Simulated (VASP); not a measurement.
BaTiO3:

```xyz
5
Lattice="4.0263 0.0000 0.0000 0.0000 4.0263 0.0000 0.0000 0.0000 4.0446" Properties=species:S:1:pos:R:3 pbc="T T T"
Ba    0.0000    0.0000    0.0000
Ti    2.0131    2.0131    1.9819
O     0.0000    2.0131    2.0911
O     2.0131    0.0000    2.0911
O     2.0131    2.0131    0.0768
```

Base run:

| Property | Result |
| --- | --- |
| Program | VASP 6.6.1 |
| Functional | revPBE |
| Potentials or basis | VASP PAW PBE potentials, release 64 (Ba_sv, Ti_sv, O_h) |
| Cutoff | 910 eV |
| k mesh | 7 × 7 × 7 |
| Occupations | fermi-dirac, width 0.05 eV |
| Spin | no spin polarisation |

Its results: band gap on the k mesh 1.85 eV, indirect (least direct gap 2.06 eV); pressure 3.6 GPa; largest force 0.407 eV/Å.

Q: After a change of settings the same cell gave: band gap on the k mesh 1.83 eV, indirect (least direct gap 2.04 eV); pressure -2.7 GPa; largest force 0.409 eV/Å. Which change was it?
A. functional from revPBE to PBE; potentials or basis from VASP PAW PBE potentials, release 64 (Ba_sv, Ti_sv, O_h) to VASP PAW PBE potentials, release 64 (Ba_sv, Ti_sv, O); cutoff from 910 eV to 520 eV
B. functional from revPBE to PBE; dispersion from none to D3(BJ)
C. functional from revPBE to LDA; potentials or basis from VASP PAW PBE potentials, release 64 (Ba_sv, Ti_sv, O_h) to VASP PAW LDA potentials, release 64 (Ba_sv, Ti_sv, O); cutoff from 910 eV to 520 eV
D. potentials or basis from VASP PAW PBE potentials, release 64 (Ba_sv, Ti_sv, O_h) to VASP PAW PBE potentials, release 64 (Ba_sv, Ti_sv, O); cutoff from 910 eV to 520 eV; dispersion from none to D4

A: B.

Caveats: the cutoff is under 1.25 times the usual one of these potentials, so pressure, stress and relaxed cells hold a basis-set (Pulay) error; spin-orbit coupling is left out, which moves the levels of the heavy elements; the PAW data sets were made with another functional, which shifts forces and pressure a little (some runs).
